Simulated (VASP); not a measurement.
A run of VASP 6.6.1 is set up as follows.

File INCAR:

```
SYSTEM = CuO
ALGO = Normal ; EDIFF = 1E-7
ENCUT = 520 ; GGA = PE
ISIF = 2 ; ISMEAR = -1
LASPH = .True. ; LCHARG = .False.
LREAL = .False. ; LWAVE = .False.
NBANDS = 25 ; NELM = 60
PREC = Accurate ; SIGMA = 0.05
```

KPOINTS

```
k-points
0
Gamma
  8 8 6
  0 0 0
```

POSCAR

```
CuO
1.0
    3.4220509700      0.0000000000      0.0000000000
    0.0000000000      3.4220509700      0.0000000000
    0.0000000000      0.0000000000      4.2604614800
Cu O
2 2
Direct
    0.0041780000      0.4933590000     -0.0176060000
    0.5052420000     -0.0092820000      0.5076520000
   -0.0077000000     -0.0038130000      0.2533520000
   -0.0070720000     -0.0020800000      0.7443550000
```

Potentials or basis: VASP PAW PBE potentials, release 64 (Cu, O).

Command:

```console
$ cat potpaw_PBE.64/Cu/POTCAR potpaw_PBE.64/O/POTCAR > POTCAR
$ mpirun -np 1 vasp_std > vasp.out
```

Q: Estimate the pressure.

A: -1.9 GPa.

Q: Estimate the largest force.

A: 0.727 eV/Å.

Q: What does it give for the band gap on the k mesh?

A: Zero (band 17 reaches 4.63 eV, above the bottom of band 18 at 3.03 eV).

Forces on the atoms (eV/Å):
```
Cu  -0.174  0.141  0.617
Cu  -0.524  0.089 -0.447
O    0.319 -0.100 -0.645
O    0.378 -0.130  0.475
```

Caveat: the cell differs from its parent crystal (atoms moved at random); semilocal functionals often make such compounds metallic where correlation or magnetic order opens a gap, which also shifts bond lengths.
